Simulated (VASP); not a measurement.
# GaN (Fm-3m) in VASP: further runs

Aim: see how the results for GaN move with the level of theory and the settings. Levels: PBE, PBE+D3(BJ). Tasks: single point.

Program: VASP 6.6.1. These are calculated values, not measurements. Logs are shortened: lines on timing, memory, paths and dates and some standing lists are left out, and cuts for length are marked.

## (1) The cell of the first run

The structure is cubic, space group Fm-3m (No. 225). Conventional cell: a = 4.217 Å, b = 4.217 Å, c = 4.217 Å, α = 90.00°, β = 90.00°, γ = 90.00°. Ga (site symmetry m-3m) has 6 N at 2.11 Å within 2.8 Å. Within 2.8 Å of N (site symmetry m-3m) lie 6 Ga at 2.11 Å.

## (2) Single point, PBE

The input, INCAR:

```
SYSTEM = GaN
ALGO     = Normal         ! electronic algorithm
EDIFF    = 1E-6           ! SCF threshold, eV
ENCUT    = 600            ! plane-wave cutoff, eV
GGA      = PE             ! functional
GGA_COMPAT= .False.      
ISIF     = 2              ! what is computed and relaxed
ISMEAR   = 0              ! smearing method
LASPH    = .True.         ! aspherical terms in the spheres
LCHARG   = .True.         ! write CHGCAR
LELF     = .True.         ! ELF
LREAL    = .False.        ! projectors in reciprocal space
LVHAR    = .True.       
LWAVE    = .False.        ! write WAVECAR
NBANDS   = 16             ! bands
NELM     = 120            ! most SCF steps
PREC     = Accurate       ! precision mode
SIGMA    = 0.001          ! smearing width, eV
```

The input, KPOINTS:

```
k-points
0
Gamma
  8 8 8
  0 0 0
```

The input, POSCAR:

```
GaN
1.0
    0.0000000000      2.1085153689      2.1085153689
    2.1085153689      0.0000000000      2.1085153689
    2.1085153689      2.1085153689      0.0000000000
Ga N
1 1
Direct
    0.5000000000      0.5000000000      0.5000000000
    0.0000000000      0.0000000000      0.0000000000
```

Potentials or basis: VASP PAW PBE potentials, release 64 (Ga_d, N).

The run is started by

```sh
cat potpaw_PBE.64/Ga_d/POTCAR potpaw_PBE.64/N/POTCAR > POTCAR
mpirun -np 1 vasp_std > vasp.out
```

OUTCAR:

```text
SYSTEM = GaN
   EDIFF = 1E-6
   ENCUT = 600
   GGA = PE
   ISIF = 2
   ISMEAR = 0
   LASPH = .True.
   LREAL = .False.
   NELM = 120
   PREC = Accurate

 ion  position               nearest neighbor table
   1  0.500  0.500  0.500-   2 2.11   2 2.11   2 2.11   2 2.11   2 2.11   2 2.11
   2  0.000  0.000  0.000-   1 2.11   1 2.11   1 2.11   1 2.11   1 2.11   1 2.11

  LATTYP: Found a face centered cubic cell.
 ALAT       =     4.2170307378

  Lattice vectors:

 A1 = (   0.0000000000,   2.1085153689,   2.1085153689)
 A2 = (   2.1085153689,   0.0000000000,   2.1085153689)
 A3 = (   2.1085153689,   2.1085153689,   0.0000000000)

Analysis of symmetry for initial positions (statically):
=====================================================================
 Subroutine PRICEL returns:
 Original cell was already a primitive cell.

 Routine SETGRP: Setting up the symmetry group for a
 face centered cubic supercell.

 Subroutine GETGRP returns: Found 48 space group operations
 (whereof 48 operations were pure point group operations)
 out of a pool of 48 trial point group operations.

The static configuration has the point symmetry O_h .

Analysis of symmetry for dynamics (positions and initial velocities):
=====================================================================
 Subroutine PRICEL returns:
 Original cell was already a primitive cell.

 Routine SETGRP: Setting up the symmetry group for a
 face centered cubic supercell.

 Subroutine GETGRP returns: Found 48 space group operations
 (whereof 48 operations were pure point group operations)
 out of a pool of 48 trial point group operations.

The dynamic configuration has the point symmetry O_h .

 Subroutine INISYM returns: Found 48 space group operations
 (whereof 48 operations are pure point group operations),
 and found     1 'primitive' translations

----------------------------------------------------------------------------------------

                                     Primitive cell

  volume of cell :      18.7482

  direct lattice vectors                    reciprocal lattice vectors
     0.000000000  2.108515369  2.108515369    -0.237133676  0.237133676  0.237133676
     2.108515369  0.000000000  2.108515369     0.237133676 -0.237133676  0.237133676
     2.108515369  2.108515369  0.000000000     0.237133676  0.237133676 -0.237133676

  length of vectors
[... 74 lines left out ...]
   ISTART =      0    job   : 0-new  1-cont  2-samecut
   ICHARG =      2    charge: 1-file 2-atom 10-const
   ISPIN  =      1    spin polarized calculation?
   LNONCOLLINEAR =      F non collinear calculations
   LSORBIT =      F    spin-orbit coupling
   LASPH  =      T    aspherical Exc in radial PAW
   ENCUT  =  600.0 eV  44.10 Ry    6.64 a.u.   5.96  5.96  5.96*2*pi/ulx,y,z
   NELM   =    120;   NELMIN=  2; NELMDL= -5     # of ELM steps
   EDIFF  = 0.1E-05   stopping-criterion for ELM
   LREAL  =      F    real-space projection
   EDIFFG = 0.1E-04   stopping-criterion for IOM
   NSW    =      0    number of steps for IOM
   IBRION =     -1    ionic relax: 0-MD 1-quasi-New 2-CG
   NFREE  =      0    steps in history (QN), initial steepest desc. (CG)
   ISIF   =      2    stress and relaxation
   ISYM   =      2    0-nonsym 1-usesym 2-fastsym
   POTIM  = 0.5000    time-step for ionic-motion
   TEBEG  =    0.0;   TEEND  =   0.0 temperature during run
   PSTRESS=    0.0 pullay stress
   NELECT =      18.0000    total number of electrons
   NUPDOWN=      -1.0000    fix difference up-down
   EMIN   =  10.00;   EMAX   =-10.00  energy-range for DOS
   EFERMI =   0.00;   METHOD = LEGACY
   ISMEAR =     0;   SIGMA  =   0.00  broadening in eV -4-tet -1-fermi 0-gaus
   EFERMI_NEDOS =   21; number of points for ismear=-14 and -15
   IALGO  =     38    algorithm
   IMIX   =      4    mixing-type and parameters
     AMIX     =   0.40;   BMIX     =  1.00
     AMIX_MAG =   1.60;   BMIX_MAG =  1.00
  volume/ion in A,a.u.               =       9.37        63.26
  Fermi-wavevector in a.u.,A,eV,Ry     =   1.615024  3.051952 35.488097  2.608302
  Thomas-Fermi vector in A             =   2.709838
   LORBIT       =      0    0 simple, 1 ext, 2 COOP (PROOUT), +10 PAW based schemes
   GGA     = PE    functional components
   LHFCALC =     F    Hartree Fock is set to
   AEXX    =    0.0000 exact exchange contribution
   IVDW    =     0    specifies the selected vdW correction
   LEPSILON=     F    determine dielectric tensor
   LRPA    =     F    only Hartree local field effects (RPA)
 non-spin polarized calculation
 Gauss-broadening in eV      SIGMA  =   0.00
  energy-cutoff  :      600.00
  volume of cell :       18.75
 maximum number of plane-waves:       638
   NGX = 11   NGY = 11   NGZ = 11

 number of electron      18.0000008 magnetization

 Free energy of the ion-electron system (eV)
  ---------------------------------------------------
  ext. energy  EPLUGINS =         0.00000000
  ---------------------------------------------------
  free energy    TOTEN  =       -11.18563530 eV

  energy without entropy =      -11.18563530  energy(sigma->0) =      -11.18563530

 E-fermi :   8.0189     XC(G=0): -13.1184

 val. band max:        7.9675249408   @ k =  -0.2500   0.1250   0.0000
 cond. band min:       8.6186449665   @ k =   0.5000   0.5000   0.0000
 fundamental gap:      0.6511200257
 Fermi energy:         8.0189496543

 k-point     1 :       0.0000    0.0000    0.0000
  band No.  band energies     occupation
      1      -9.3868      2.00000
      2      -6.0039      2.00000
      3      -6.0039      2.00000
      4      -6.0039      2.00000
      5      -5.9079      2.00000
      6      -5.9079      2.00000
[... 433 lines left out ...]
      3      -6.0363      2.00000
      4      -5.9545      2.00000
      5      -5.7684      2.00000
      6      -4.4743      2.00000
[... 8 lines left out ...]
     15      27.0269      0.00000
     16      31.7020      0.00000

 [... further k-points ...]
[... 5 lines left out ...]
  --------------------------------------------------------------------------------------
  -------------------------------------------------------------------------------------
  Total        1.0387033      1.0387033      1.0387033     -0.0000000      0.0000000      0.0000000
  in kB       88.7650066     88.7650066     88.7650066     -0.0000000      0.0000000      0.0000000
  external PRESSURE =      88.7650066 kB  Pullay stress =       0.0000000 kB

 VOLUME and BASIS-vectors are now :
 -----------------------------------------------------------------------------
  energy-cutoff  :      600.00
  volume of cell :       18.75
      direct lattice vectors                 reciprocal lattice vectors
     0.000000000  2.108515369  2.108515369    -0.237133676  0.237133676  0.237133676
     2.108515369  0.000000000  2.108515369     0.237133676 -0.237133676  0.237133676
     2.108515369  2.108515369  0.000000000     0.237133676  0.237133676 -0.237133676

 POSITION                                       TOTAL-FORCE (eV/Angst)
 -----------------------------------------------------------------------------------
      2.10852      2.10852      2.10852        -0.000000      0.000000     -0.000000
      0.00000      0.00000      0.00000         0.000000     -0.000000      0.000000
 -----------------------------------------------------------------------------------
    total drift:                                0.000000     -0.000000      0.000000

  FREE ENERGIE OF THE ION-ELECTRON SYSTEM (eV)
  ---------------------------------------------------
  free  energy   TOTEN  =       -11.1856353037 eV

  energy  without entropy=      -11.1856353037  energy(sigma->0) =      -11.18563530
```

stdout:

```text
POSCAR found type information on POSCAR GaN
 POSCAR found :  2 types and       2 ions
 scaLAPACK will be used
 LDA part: xc-table for (Slater+PW92), standard interpolation
 POSCAR, INCAR and KPOINTS ok, starting setup
 FFT: planning ... GRIDC
 FFT: planning ... GRID_SOFT
 FFT: planning ... GRID
 WAVECAR not read
 entering main loop
```

Run time: 11 s. Hardware: 1 thread of Intel Xeon Platinum 8259CL at 2.50GHz (Skylake/Cascade Lake), shared host; peak memory 0.14 GiB.

Results:

```
Free energy            : -11.1856 eV
Pressure               : 8.9 GPa
Band gap on the k mesh : 0.65 eV, indirect (least direct gap 2.83 eV)
```

Levels at points of the mesh, in eV from the valence-band top:
```
           k point  band 6  band 7  band 8  band 9  band 10  band 11  band 12  band 13
(0.00, 0.00, 0.00)  -13.88   -0.50   -0.50   -0.50     2.33    14.78    14.78    14.78
(0.50, 0.00, 0.00)  -13.74   -8.27   -0.15   -0.15     4.74     9.15     9.15     9.51
(0.50, 0.50, 0.00)  -10.96   -7.16   -3.05   -3.05     0.65     7.85    12.01    14.61
```

A k mesh can miss the band edges. A hybrid or GW would open this gap; PBE tends to underestimate it.

## (3) Single point, PBE+D3(BJ)

The input, INCAR:

```
  PREC = Accurate
  ENCUT = 600
  EDIFF = 1E-6
  ISMEAR = 0
  SIGMA = 0.01
  LREAL = False
  LASPH = True
  NELM = 120
  ALGO = Normal
  ISIF = 2
  LWAVE = False
  LCHARG = False
  GGA = PE
  IVDW = 12
  NBANDS = 16
  GGA_COMPAT = False
```

The input, KPOINTS:

```
regular mesh
0
Gamma
  8 8 8
```

POSCAR is that of step 2.

Potentials or basis: VASP PAW PBE potentials, release 64 (Ga_d, N).

The run is started by

```sh
cat potpaw_PBE.64/Ga_d/POTCAR potpaw_PBE.64/N/POTCAR > POTCAR
mpirun -np 1 vasp_std > vasp.out
```

Wall time 11 s (1 thread of Intel Xeon Platinum 8259CL at 2.50GHz (Skylake/Cascade Lake), shared host); peak memory 0.15 GiB.

Results (log left out):

```yaml
Free_energy: -11.8051 eV
Pressure: 3.4 GPa
Band_gap_on_the_k_mesh: 0.65 eV, indirect (least direct gap 2.83 eV)
Dispersion_energy_per_atom: -0.310 eV
```

Levels at points of the mesh, in eV from the valence-band top:
```tsv
k point	band 6	band 7	band 8	band 9	band 10	band 11	band 12	band 13
(0.00, 0.00, 0.00)	-13.88	-0.50	-0.50	-0.50	2.33	14.78	14.78	14.78
(0.50, 0.00, 0.00)	-13.74	-8.27	-0.15	-0.15	4.74	9.15	9.15	9.51
(0.50, 0.50, 0.00)	-10.96	-7.16	-3.05	-3.05	0.65	7.85	12.01	14.61
```

## (4) Single point, PBE

The input, INCAR:

```
SYSTEM = GaN
PREC = Accurate ; ENCUT = 600
EDIFF = 1E-6 ; ISMEAR = 1
SIGMA = 0.0935 ; LREAL = .FALSE.
LASPH = .TRUE. ; NELM = 120
ALGO = Normal ; ISIF = 2
LWAVE = .FALSE. ; LCHARG = .FALSE.
GGA = PE ; NBANDS = 16
GGA_COMPAT = .FALSE.
```

The input, KPOINTS:

```
regular mesh
0
G
  8 8 8
  0 0 0
```

POSCAR is that of step 3.

The run is started by

```sh
cat potpaw_PBE.64/Ga_d/POTCAR potpaw_PBE.64/N/POTCAR > POTCAR
mpirun -np 1 vasp_std > vasp.out
```

Wall time 12 s (1 thread of Intel Xeon Platinum 8259CL at 2.50GHz (Skylake/Cascade Lake), shared host); peak memory 0.14 GiB.

Results (log left out):

| Property | Result |
| --- | --- |
| Free energy | -11.1854 eV |
| Pressure | 8.9 GPa |
| Band gap on the k mesh | 0.65 eV, indirect (least direct gap 2.83 eV) |

Levels at points of the mesh, in eV from the valence-band top:
| k point | band 5 | band 6 | band 7 | band 8 | band 9 | band 10 | band 11 | band 12 | band 13 | band 14 |
| --- | --- | --- | --- | --- | --- | --- | --- | --- | --- | --- |
| (0.00, 0.00, 0.00) | -13.88 | -13.88 | -0.50 | -0.50 | -0.50 | 2.33 | 14.78 | 14.78 | 14.78 | 15.94 |
| (0.50, 0.00, 0.00) | -13.74 | -13.74 | -8.27 | -0.15 | -0.15 | 4.74 | 9.15 | 9.15 | 9.51 | 16.44 |
| (0.50, 0.50, 0.00) | -13.68 | -10.96 | -7.16 | -3.05 | -3.05 | 0.65 | 7.85 | 12.01 | 14.61 | 14.61 |

A k mesh can miss the band edges. As with any semilocal functional, this PBE gap is likely too small.

## (5) The runs side by side

| level | smearing | gap on the mesh (eV) | pressure (GPa) |
| --- | --- | --- | --- |
| PBE | gaussian 0.001 eV | 0.65 | 8.9 |
| PBE+D3(BJ) | gaussian 0.01 eV | 0.65 | 3.4 |
| PBE | methfessel-paxton 0.0935 eV | 0.65 | 8.9 |

Alike in all rows: task single point; potentials or basis VASP PAW PBE potentials, release 64 (Ga_d, N); no spin polarisation; cell as given; k mesh 8 × 8 × 8; cutoff (eV) 600.

On the cell as given the gap runs from 0.65 eV (PBE) to 0.65 eV (PBE). The pressure there spans 3.4 GPa (PBE+D3(BJ)) to 8.9 GPa (PBE); a positive pressure means that this level wants a larger cell, a negative one a smaller.

Absolute energies hang on the potentials; compare differences alone.
